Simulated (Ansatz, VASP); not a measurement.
**Two plane-wave programs on Se**

POSCAR

```
Se
1.0
    5.5739670398      0.0000000000      0.0000000000
   -2.7869835199      4.8271970563      0.0000000000
    0.0000000000      0.0000000000      3.4170841418
Se
3
Direct
    0.0000000000      0.0000000000      0.0000000000
    0.3333333333      0.6666666667      0.5000000000
    0.6666666667      0.3333333333      0.5000000000
```

The input INCAR.step1:

```
SYSTEM = Se
PREC = Accurate
ENCUT = 600
ISMEAR = 0
SIGMA = 0.1
LREAL = .False.
LASPH = .True.
NELM = 80
GGA = PE
ALGO = Normal
EDIFF = 1E-4
LWAVE = .True.
LCHARG = .False.
```

INCAR.step2

```
SYSTEM = Se
PREC = Accurate
ENCUT = 600
EDIFF = 1E-7
ISMEAR = 0
SIGMA = 0.1
LREAL = .False.
LASPH = .True.
NELM = 80
ALGO = Normal
ISIF = 3
LWAVE = .False.
LCHARG = .False.
METAGGA = R2SCAN
LMIXTAU = .True.
IBRION = 2
NSW = 90
EDIFFG = -0.04
ISTART = 1
```

The input KPOINTS:

```
Automatic mesh
0
Gamma
  6 6 6
  0 0 0
```

Input for Ansatz:

```yaml
crystal:
  lattice:
    - [5.5739670398, 0.0, 0.0]
    - [-2.7869835199, 4.8271970563, 0.0]
    - [0.0, 0.0, 3.4170841418]
  atoms:
    - { symbol: Se, position: [0.0, 0.0, 0.0] }
    - { symbol: Se, position: [0.3333333333, 0.6666666667, 0.5] }
    - { symbol: Se, position: [0.6666666667, 0.3333333333, 0.5] }
basis:
  ecutwfc: 500
kpoints:
  mp_grid: { grid: [6, 6, 6] }
hamiltonian:
  xc: r2scan
scf:
  occupations: { method: gaussian, width: 0.1 }
  lower_state_search: "off"
output:
  forces: true
  stress: true
  eigenvalues: true
relax:
  adjacent_minimum: "off"
  f_tol: 0.04
  max_steps: 70
  cell: { stress_tol: 0.4 }
```

Alike in both runs: task relaxation of cell and atoms; functional r2SCAN; k mesh 6 × 6 × 6; occupations gaussian, width 0.1 eV; no spin polarisation.

```csv
,VASP,Ansatz
version,VASP 6.6.1,Ansatz 0.2.0
potentials or method,"VASP PAW PBE potentials, release 64 (Se), cutoff 600 eV","scalar-relativistic, plane waves, PAW"
valence electrons in the cell,18,48
```

Ansatz gave:

```
gap on the k mesh at the Fermi level, each at its own relaxed structure (eV) : none
relaxed volume (Å³/atom)                                                     : 29.83
relaxed length of the cell vector where the two differ most in proportion (Å)              : 6.605
```

Problem. Which values does VASP return?

Solution. gap on the k mesh at the Fermi level, each at its own relaxed structure (eV): none; relaxed volume (Å³/atom): 29.76; relaxed length of the cell vector where the two differ most in proportion (Å): 6.599.

VASP's potentials were made for PBE, not for r2SCAN. A gap of «none» marks a metal or a gap that the smearing closes. VASP's potentials hold 18 valence electrons a cell and Ansatz's 48, so a difference there can come from the potentials and not from the codes.
